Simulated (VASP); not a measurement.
Write the native input for VASP 6.6.1 that does the following.

| Property | Result |
| --- | --- |
| Task | single point |
| Functional | PBEsol |
| Potentials or basis | VASP PAW PBE potentials, release 64 (Rh_pv) |
| Cutoff | 520 eV |
| k mesh | 22 × 22 × 22 |
| Occupations | gaussian, width 0.15 eV |
| Spin | no spin polarisation |
| Dipole correction | no |
| Further INCAR settings | ALGO = Fast; EDIFF = 1e-07; NBANDS = 14 |

The structure of Rh lies in POSCAR:

```
Rh
1.0
    0.0000000000      1.9015500000      1.9015500000
    1.8825345000      0.0000000000      1.9015500000
    1.8825345000      1.9015500000      0.0000000000
Rh
1
Direct
    0.0000000000      0.0000000000      0.0000000000
```

This cell differs from its parent crystal: strain -0.0100 x Voigt [1, 0, 0, 0, 0, 0].

The input as run:

INCAR

```
PREC = Accurate
ENCUT = 520
EDIFF = 1E-7
ISMEAR = 0
SIGMA = 0.15
LREAL = False
LASPH = True
NELM = 80
ALGO = Fast
ISIF = 2
LWAVE = False
LCHARG = False
GGA = PS
NBANDS = 14
```

KPOINTS

```
Automatic mesh
0
Gamma
  22 22 22
```

Potentials or basis: VASP PAW PBE potentials, release 64 (Rh_pv).

Run with:

```sh
$ cat potpaw_PBE.64/Rh_pv/POTCAR > POTCAR
$ mpirun -np 1 vasp_std > vasp.out
```

Results of the run:

```
Pressure : -2.4 GPa
```

Caveat: the cell differs from its parent crystal (strain -0.0100 x Voigt [1, 0, 0, 0, 0, 0]); the PAW data sets were made with another functional, which shifts forces and pressure a little.

Run time: 85 s on 1 thread of Intel(R) Xeon(R) 6975P-C (Granite Rapids) (shared host), peak memory 0.24 GiB.
